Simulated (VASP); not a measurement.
# NaI in VASP: settings compared

The runs below take NaI through single point, with r2SCAN, HSE06.

Program: VASP 6.6.1. These are calculated values, not measurements. Logs are shortened: lines on timing, memory, paths and dates and some standing lists are left out, and cuts for length are marked.

## 1. The cell of the first run

It takes space group P4/mmm (No. 123, tetragonal). Conventional cell: a = 4.041 Å, b = 4.041 Å, c = 3.849 Å, α = 90.00°, β = 90.00°, γ = 90.00°. Within 4.5 Å of Na (site symmetry 4/mmm) lie 8 I at 3.44 Å and 6 Na at 3.85 to 4.04 Å. I (site symmetry 4/mmm) has 8 Na at 3.44 Å and 6 I at 3.85 to 4.04 Å within 4.5 Å.

## 2. Single point, r2SCAN (uniaxial x strain -4.7%)

POSCAR reads:

```
NaI
1.0
    3.8490152539      0.0000000000      0.0000000000
    0.0000000000      4.0405366932      0.0000000000
    0.0000000000      0.0000000000      4.0405366932
Na I
1 1
Direct
    0.0000000000      0.0000000000      0.0000000000
    0.5000000000      0.5000000000      0.5000000000
```

INCAR.step1 reads:

```
PREC = Accurate ; ENCUT = 520
ISMEAR = 0 ; SIGMA = 0.01
LREAL = F ; LASPH = T
NELM = 60 ; NBANDS = 14
GGA = PE ; ALGO = Normal
EDIFF = 1E-4 ; LWAVE = T
LCHARG = F
```

INCAR.step2 reads:

```
PREC = Accurate ; ENCUT = 520
EDIFF = 1E-6 ; ISMEAR = 0
SIGMA = 0.01 ; LREAL = F
LASPH = T ; NELM = 60
ALGO = Normal ; ISIF = 2
LWAVE = F ; LCHARG = F
METAGGA = R2SCAN ; LMIXTAU = T
NBANDS = 14 ; ISTART = 1
```

KPOINTS reads:

```
regular mesh
0
Gamma
  6 6 6
```

Potentials or basis: VASP PAW PBE potentials, release 64 (Na_pv, I).

Launch:

```console
cat potpaw_PBE.64/Na_pv/POTCAR potpaw_PBE.64/I/POTCAR > POTCAR
cp INCAR.step1 INCAR
mpirun -np 1 vasp_std > vasp.out
cp INCAR.step2 INCAR
mpirun -np 1 vasp_std > vasp.out
```

OUTCAR:

```text
PREC = Accurate
   ENCUT = 520
   EDIFF = 1E-6
   ISMEAR = 0
   LREAL = F
   LASPH = T
   NELM = 60
   ISIF = 2
   METAGGA = R2SCAN
   ISTART = 1

 ion  position               nearest neighbor table
   1  0.000  0.000  0.000-
   2  0.500  0.500  0.500-

  LATTYP: Found a simple tetragonal cell.
 ALAT       =     4.0405366932
 C/A-ratio  =     0.9526000000

  Lattice vectors:

 A1 = (   0.0000000000,   4.0405366932,   0.0000000000)
 A2 = (   0.0000000000,   0.0000000000,   4.0405366932)
 A3 = (   3.8490152539,   0.0000000000,   0.0000000000)

Analysis of symmetry for initial positions (statically):
=====================================================================
 Subroutine PRICEL returns:
 Original cell was already a primitive cell.

 Routine SETGRP: Setting up the symmetry group for a
 simple tetragonal supercell.

 Subroutine GETGRP returns: Found 16 space group operations
 (whereof 16 operations were pure point group operations)
 out of a pool of 16 trial point group operations.

The static configuration has the point symmetry D_4h.

Analysis of symmetry for dynamics (positions and initial velocities):
=====================================================================
 Subroutine PRICEL returns:
 Original cell was already a primitive cell.

 Routine SETGRP: Setting up the symmetry group for a
 simple tetragonal supercell.

 Subroutine GETGRP returns: Found 16 space group operations
 (whereof 16 operations were pure point group operations)
 out of a pool of 16 trial point group operations.

The dynamic configuration has the point symmetry D_4h.

 Subroutine INISYM returns: Found 16 space group operations
 (whereof 16 operations are pure point group operations),
 and found     1 'primitive' translations

----------------------------------------------------------------------------------------

                                     Primitive cell

  volume of cell :      62.8388

  direct lattice vectors                    reciprocal lattice vectors
     3.849015254  0.000000000  0.000000000     0.259806713  0.000000000  0.000000000
     0.000000000  4.040536693  0.000000000     0.000000000  0.247491874  0.000000000
     0.000000000  0.000000000  4.040536693     0.000000000  0.000000000  0.247491874

  length of vectors
     3.849015254  4.040536693  4.040536693     0.259806713  0.247491874  0.247491874

  position of ions in fractional coordinates (direct lattice)
     0.000000000  0.000000000  0.000000000
     0.500000000  0.500000000  0.500000000

  ion indices of the primitive-cell ions
   primitive index   ion index
                 1           1
                 2           2

----------------------------------------------------------------------------------------

 KPOINTS: regular mesh

Automatic generation of k-mesh.
 Grid dimensions read from file:
 generate k-points for:    6    6    6

 Generating k-lattice:

  Cartesian coordinates                     Fractional coordinates (reciprocal lattice)
     0.043301119  0.000000000  0.000000000     0.166666667  0.000000000  0.000000000
     0.000000000  0.041248646  0.000000000     0.000000000  0.166666667  0.000000000
     0.000000000  0.000000000  0.041248646     0.000000000  0.000000000  0.166666667

  Length of vectors
     0.043301119  0.041248646  0.041248646

  Shift w.r.t. Gamma in fractional coordinates (k-lattice)
     0.000000000  0.000000000  0.000000000

 Subroutine IBZKPT returns following result:
 ===========================================

 Found     40 irreducible k-points:

 Following reciprocal coordinates:
            Coordinates               Weight
  0.000000  0.000000  0.000000      1.000000
  0.166667  0.000000  0.000000      2.000000
  0.333333  0.000000  0.000000      2.000000
  0.500000  0.000000  0.000000      1.000000
  0.000000  0.166667  0.000000      4.000000
  0.166667  0.166667  0.000000      8.000000
[... 16 lines left out ...]
  0.333333  0.333333  0.166667     16.000000
  0.500000  0.333333  0.166667      8.000000
 [... further k-points ...]
   k-points           NKPTS =     40   k-points in BZ     NKDIM =     40   number of bands    NBANDS=     14
   number of dos      NEDOS =    301   number of ions     NIONS =      2
   total plane-waves  NPLWV =  27000
   dimension x,y,z NGX =    30 NGY =   30 NGZ =   30
   dimension x,y,z NGXF=    60 NGYF=   60 NGZF=   60
   ions per type =               1   1
   NGX,Y,Z   is equivalent  to a cutoff of  12.96, 12.34, 12.34 a.u.
   NGXF,Y,Z  is equivalent  to a cutoff of  25.92, 24.69, 24.69 a.u.
 SYSTEM =  unknown system
   PREC   = accura    normal or accurate (medium, high low for compatibility)
   ISTART =      1    job   : 0-new  1-cont  2-samecut
   ICHARG =      0    charge: 1-file 2-atom 10-const
   ISPIN  =      1    spin polarized calculation?
   LNONCOLLINEAR =      F non collinear calculations
   LSORBIT =      F    spin-orbit coupling
   LASPH  =      T    aspherical Exc in radial PAW
   ENCUT  =  520.0 eV  38.22 Ry    6.18 a.u.   7.16  7.51  7.51*2*pi/ulx,y,z
   NELM   =     60;   NELMIN=  2; NELMDL=  0     # of ELM steps
   EDIFF  = 0.1E-05   stopping-criterion for ELM
   LREAL  =      F    real-space projection
   EDIFFG = 0.1E-04   stopping-criterion for IOM
   NSW    =      0    number of steps for IOM
   IBRION =     -1    ionic relax: 0-MD 1-quasi-New 2-CG
   NFREE  =      0    steps in history (QN), initial steepest desc. (CG)
   ISIF   =      2    stress and relaxation
   ISYM   =      2    0-nonsym 1-usesym 2-fastsym
   POTIM  = 0.5000    time-step for ionic-motion
   TEBEG  =    0.0;   TEEND  =   0.0 temperature during run
   PSTRESS=    0.0 pullay stress
   NELECT =      14.0000    total number of electrons
   NUPDOWN=      -1.0000    fix difference up-down
   EMIN   =  10.00;   EMAX   =-10.00  energy-range for DOS
   EFERMI =   0.00;   METHOD = LEGACY
   ISMEAR =     0;   SIGMA  =   0.01  broadening in eV -4-tet -1-fermi 0-gaus
   EFERMI_NEDOS =   21; number of points for ismear=-14 and -15
   IALGO  =     38    algorithm
   IMIX   =      4    mixing-type and parameters
     AMIX     =   0.40;   BMIX     =  1.00
     AMIX_MAG =   1.60;   BMIX_MAG =  1.00
  volume/ion in A,a.u.               =      31.42       212.03
  Fermi-wavevector in a.u.,A,eV,Ry     =   0.992449  1.875457 13.401131  0.984955
  Thomas-Fermi vector in A             =   2.124262
   LORBIT       =      0    0 simple, 1 ext, 2 COOP (PROOUT), +10 PAW based schemes
   METAGGA = R2SCAN    functional components
   LHFCALC =     F    Hartree Fock is set to
   AEXX    =    0.0000 exact exchange contribution
   IVDW    =     0    specifies the selected vdW correction
   LEPSILON=     F    determine dielectric tensor
   LRPA    =     F    only Hartree local field effects (RPA)
 non-spin polarized calculation
 Gauss-broadening in eV      SIGMA  =   0.01
  energy-cutoff  :      520.00
  volume of cell :       62.84
 maximum number of plane-waves:      1716
 NGX is ok and might be reduce to    30
   NGX = 15   NGY = 15   NGZ = 15

 number of electron      13.9999989 magnetization

 Free energy of the ion-electron system (eV)
  ---------------------------------------------------
  ext. energy  EPLUGINS =         0.00000000
  ---------------------------------------------------
  free energy    TOTEN  =       -30.70295652 eV

  energy without entropy =      -30.70295652  energy(sigma->0) =      -30.70295652

 E-fermi :   2.4553     XC(G=0):  -8.4277

 val. band max:        2.3451660994   @ k =   0.0000   0.5000   0.5000
 cond. band min:       5.2031713243   @ k =   0.0000   0.5000   0.5000
 fundamental gap:      2.8580052249
 Fermi energy:         2.4553265707

 k-point     1 :       0.0000    0.0000    0.0000
  band No.  band energies     occupation
      1     -22.4994      2.00000
      2     -22.4920      2.00000
      3     -22.4920      2.00000
      4     -10.3020      2.00000
      5       1.1888      2.00000
      6       1.1888      2.00000
      7       1.7084      2.00000
      8       5.2086      0.00000
      9       7.9087      0.00000
     10       8.3203      0.00000
     11      14.2193      0.00000
     12      14.4053      0.00000
     13      14.4053      0.00000
     14      14.9666      0.00000

 k-point     2 :       0.1667    0.0000    0.0000
  band No.  band energies     occupation
      1     -22.5026      2.00000
      2     -22.4917      2.00000
      3     -22.4917      2.00000
      4     -10.1901      2.00000
      5       0.6076      2.00000
      6       1.2925      2.00000
      7       1.2925      2.00000
      8       5.7978      0.00000
      9       8.1712      0.00000
     10       9.4721      0.00000
     11      12.6940      0.00000
     12      12.6940      0.00000
     13      13.9188      0.00000
     14      14.4446      0.00000

 k-point     3 :       0.3333    0.0000    0.0000
  band No.  band energies     occupation
      1     -22.5090      2.00000
      2     -22.4910      2.00000
      3     -22.4910      2.00000
      4      -9.9450      2.00000
      5      -0.8852      2.00000
      6       1.5172      2.00000
      7       1.5172      2.00000
      8       6.7055      0.00000
      9       8.9235      0.00000
     10      10.1787      0.00000
     11      11.0599      0.00000
     12      11.0599      0.00000
     13      12.6782      0.00000
     14      14.6722      0.00000
[... 324 lines left out ...]
 k-point    23 :       0.3333    0.3333    0.1667
  band No.  band energies     occupation
      1     -22.5078      2.00000
      2     -22.4963      2.00000
      3     -22.4923      2.00000
      4      -9.6377      2.00000
      5      -0.4196      2.00000
      6      -0.2452      2.00000
      7       1.0542      2.00000
      8       6.9174      0.00000
      9       8.6260      0.00000
     10       9.2982      0.00000
     11      10.7183      0.00000
     12      12.8121      0.00000
     13      13.6231      0.00000
     14      14.3746      0.00000

 k-point    24 :       0.5000    0.3333    0.1667
  band No.  band energies     occupation
      1     -22.5108      2.00000
      2     -22.4958      2.00000
      3     -22.4919      2.00000
      4      -9.5145      2.00000
      5      -0.9308      2.00000
      6      -0.0974      2.00000
      7       1.2061      2.00000
      8       6.2695      0.00000
      9       8.6094      0.00000
     10       9.1263      0.00000
     11      10.9602      0.00000
     12      13.1776      0.00000
     13      13.2690      0.00000
     14      13.9301      0.00000

 [... further k-points ...]
[... 5 lines left out ...]
  --------------------------------------------------------------------------------------
  -------------------------------------------------------------------------------------
  Total        1.1614859     -0.0228381     -0.0228381      0.0000000      0.0000000     -0.0000000
  in kB       29.6139799     -0.5822941     -0.5822941      0.0000000      0.0000000     -0.0000000
  external PRESSURE =       9.4831306 kB  Pullay stress =       0.0000000 kB

 VOLUME and BASIS-vectors are now :
 -----------------------------------------------------------------------------
  energy-cutoff  :      520.00
  volume of cell :       62.84
      direct lattice vectors                 reciprocal lattice vectors
     3.849015254  0.000000000  0.000000000     0.259806713  0.000000000  0.000000000
     0.000000000  4.040536693  0.000000000     0.000000000  0.247491874  0.000000000
     0.000000000  0.000000000  4.040536693     0.000000000  0.000000000  0.247491874

 POSITION                                       TOTAL-FORCE (eV/Angst)
 -----------------------------------------------------------------------------------
      0.00000      0.00000      0.00000         0.000000      0.000000      0.000000
      1.92451      2.02027      2.02027         0.000000      0.000000      0.000000
 -----------------------------------------------------------------------------------
    total drift:                                0.000000     -0.000000     -0.000000

  FREE ENERGIE OF THE ION-ELECTRON SYSTEM (eV)
  ---------------------------------------------------
  free  energy   TOTEN  =       -30.7029565228 eV

  energy  without entropy=      -30.7029565228  energy(sigma->0) =      -30.70295652
```

It took 50 s on 1 thread of Intel Xeon 6975P-C (Granite Rapids), shared host; peak memory 0.18 GiB.

What came out:

- Free energy: -30.7030 eV
- Pressure: 0.9 GPa
- Band gap on the k mesh: 2.86 eV

Stress tensor (GPa, compression positive):
```
 2.96  0.00  0.00
 0.00 -0.06  0.00
 0.00  0.00 -0.06
```

Caveat: the cell differs from its parent crystal (uniaxial x strain -4.7%); the structure was generated, so it needn't be the stable form of NaI; the PAW data sets were made with another functional, which shifts forces and pressure a little; spin-orbit coupling is left out, which moves the levels of the heavy elements. A k mesh can miss the band edges.

## 3. Single point, HSE06 (epitaxial 111 strain +0.4%)

POSCAR reads:

```
NaI
1.0
    4.0350687143     -0.0216301256     -0.0216301256
   -0.0216301256      4.0350687143     -0.0216301256
   -0.0216301256     -0.0216301256      4.0350687143
Na I
1 1
Direct
    0.0000000000      0.0000000000      0.0000000000
    0.5000000000      0.5000000000      0.5000000000
```

INCAR.step1 reads:

```
ALGO = Normal
EDIFF = 1E-5
ENCUT = 520
GGA = PE
ISIF = 2
ISMEAR = 0
LASPH = True
LCHARG = False
LREAL = False
LWAVE = True
NBANDS = 14
NELM = 60
PREC = Accurate
SIGMA = 0.01
```

INCAR.step2 reads:

```
ALGO = Normal
EDIFF = 1E-6
ENCUT = 520
GGA = PE
HFSCREEN = 0.2079
ISIF = 2
ISMEAR = 0
ISTART = 1
LASPH = True
LCHARG = False
LHFCALC = True
LREAL = False
LWAVE = False
NBANDS = 14
NELM = 60
PREC = Accurate
PRECFOCK = Normal
SIGMA = 0.01
```

KPOINTS reads:

```
k-points
0
Gamma
  4 4 4
```

Potentials or basis: VASP PAW PBE potentials, release 64 (Na_pv, I).

Launch:

```console
cat potpaw_PBE.64/Na_pv/POTCAR potpaw_PBE.64/I/POTCAR > POTCAR
cp INCAR.step1 INCAR
mpirun -np 1 vasp_std > vasp.out
cp INCAR.step2 INCAR
mpirun -np 1 vasp_std > vasp.out
```

It took 2.9 min on 1 thread of Intel Xeon 6975P-C (Granite Rapids), shared host; peak memory 0.28 GiB.

It converged, with:

* Free energy: -5.9108 eV
* Pressure: 0.3 GPa
* Band gap on the k mesh: 3.23 eV (least direct gap 3.67 eV)

Levels at points of the mesh, in eV from the valence-band top:
```
           k point  band 3  band 4  band 5  band 6  band 7  band 8  band 9  band 10  band 11  band 12
(0.00, 0.00, 0.00)  -26.17  -12.85   -0.75   -0.69   -0.69    3.23    6.51     6.51    12.44    12.44
(0.50, 0.00, 0.00)  -26.17  -12.47   -3.52   -0.37   -0.33    5.60    7.45     8.05     8.97     9.02
(0.50, 0.50, 0.00)  -26.17  -12.15   -2.83   -2.80    0.00    3.67    8.04     9.36     9.44     9.98
(0.50, 0.50, 0.50)  -26.17  -11.84   -2.30   -2.30   -2.26    5.03    5.03     5.14     7.75    14.92
```

Caveat: the cell differs from its parent crystal (epitaxial 111 strain +0.4%); the structure was generated, so it needn't be the stable form of NaI; the PAW data sets were made with another functional, which shifts forces and pressure a little; spin-orbit coupling is left out, which moves the levels of the heavy elements. A k mesh can miss the band edges.

## 4. Single point, HSE06 (uniaxial x strain -4.7%)

POSCAR reads:

```
NaI
1.0
    3.8490152539      0.0000000000      0.0000000000
    0.0000000000      4.0405366932      0.0000000000
    0.0000000000      0.0000000000      4.0405366932
Na I
1 1
Direct
    0.0000000000      0.0000000000      0.0000000000
    0.5000000000      0.5000000000      0.5000000000
```

INCAR.step1 reads:

```
  PREC = Accurate
  ENCUT = 520
  EDIFF = 1E-5
  ISMEAR = 0
  SIGMA = 0.01
  LREAL = F
  LASPH = T
  NELM = 80
  ALGO = Normal
  ISIF = 2
  LWAVE = T
  LCHARG = F
  NBANDS = 14
  GGA = PE
```

INCAR.step2 reads:

```
  PREC = Accurate
  ENCUT = 520
  EDIFF = 1E-7
  ISMEAR = 0
  SIGMA = 0.01
  LREAL = F
  LASPH = T
  NELM = 80
  ALGO = Normal
  ISIF = 2
  LWAVE = F
  LCHARG = F
  GGA = PE
  LHFCALC = T
  HFSCREEN = 0.2079
  PRECFOCK = Normal
  NBANDS = 14
  ISTART = 1
```

KPOINTS reads:

```
regular mesh
0
Gamma
  4 4 4
```

Launch:

```console
cat potpaw_PBE.64/Na_pv/POTCAR potpaw_PBE.64/I/POTCAR > POTCAR
cp INCAR.step1 INCAR
mpirun -np 1 vasp_std > vasp.out
cp INCAR.step2 INCAR
mpirun -np 1 vasp_std > vasp.out
```

It took 4.9 min on 1 thread of Intel Xeon 6975P-C (Granite Rapids), shared host; peak memory 0.27 GiB.

It converged, with:

* Free energy: -5.8797 eV
* Pressure: 1.2 GPa
* Band gap on the k mesh: 3.02 eV (least direct gap 3.17 eV)

Stress tensor (GPa, compression positive):
```
3.19 0.00 0.00
0.00 0.25 0.00
0.00 0.00 0.25
```

Levels at points of the mesh, in eV from the valence-band top:
| k point | band 3 | band 4 | band 5 | band 6 | band 7 | band 8 | band 9 | band 10 | band 11 | band 12 |
| --- | --- | --- | --- | --- | --- | --- | --- | --- | --- | --- |
| (0.00, 0.00, 0.00) | -26.43 | -13.30 | -1.19 | -1.19 | -0.67 | 3.02 | 5.98 | 6.38 | 12.33 | 12.33 |
| (0.50, 0.00, 0.00) | -26.43 | -12.78 | -4.06 | -0.71 | -0.71 | 5.28 | 7.39 | 7.74 | 8.58 | 8.58 |
| (0.00, 0.50, 0.00) | -26.43 | -12.92 | -4.02 | -0.83 | -0.34 | 5.43 | 7.35 | 7.80 | 8.45 | 9.32 |
| (0.50, 0.50, 0.00) | -26.43 | -12.47 | -3.39 | -3.15 | -0.35 | 3.40 | 7.71 | 9.07 | 9.28 | 9.51 |
| (0.00, 0.50, 0.50) | -26.44 | -12.60 | -3.30 | -3.30 | 0.00 | 3.17 | 8.09 | 9.57 | 9.57 | 10.24 |
| (0.50, 0.50, 0.50) | -26.44 | -12.16 | -2.88 | -2.63 | -2.63 | 4.73 | 4.73 | 4.73 | 7.62 | 14.74 |

Caveat: the cell differs from its parent crystal (uniaxial x strain -4.7%); the structure was generated, so it needn't be the stable form of NaI; the PAW data sets were made with another functional, which shifts forces and pressure a little; spin-orbit coupling is left out, which moves the levels of the heavy elements.

## 5. The runs side by side

| level | cell | k mesh | grid for exact exchange (PRECFOCK) | share of exact exchange | screening parameter | gap on the mesh (eV) | pressure (GPa) |
| --- | --- | --- | --- | --- | --- | --- | --- |
| r2SCAN | a = 3.849, b = 4.041, c = 4.041 Å, 2 atoms | 6 × 6 × 6 | - | - | - | 2.86 | 0.9 |
| HSE06 | a = 4.035 Å, angles 90.6°, 2 atoms | 4 × 4 × 4 | Normal | 0.25 | 0.2079 1/Å | 3.23 | 0.3 |
| HSE06 | a = 3.849, b = 4.041, c = 4.041 Å, 2 atoms | 4 × 4 × 4 | Normal | 0.25 | 0.2079 1/Å | 3.02 | 1.2 |

Alike in all rows: task single point; potentials or basis VASP PAW PBE potentials, release 64 (Na_pv, I); no spin polarisation; cutoff (eV) 520; smearing gaussian 0.01 eV.

Caveats: the structure was generated, so it needn't be the stable form of NaI; the PAW data sets were made with another functional, which shifts forces and pressure a little; spin-orbit coupling is left out, which moves the levels of the heavy elements.

Total energies depend on the potentials used, so only differences within one code and one set of settings carry meaning.
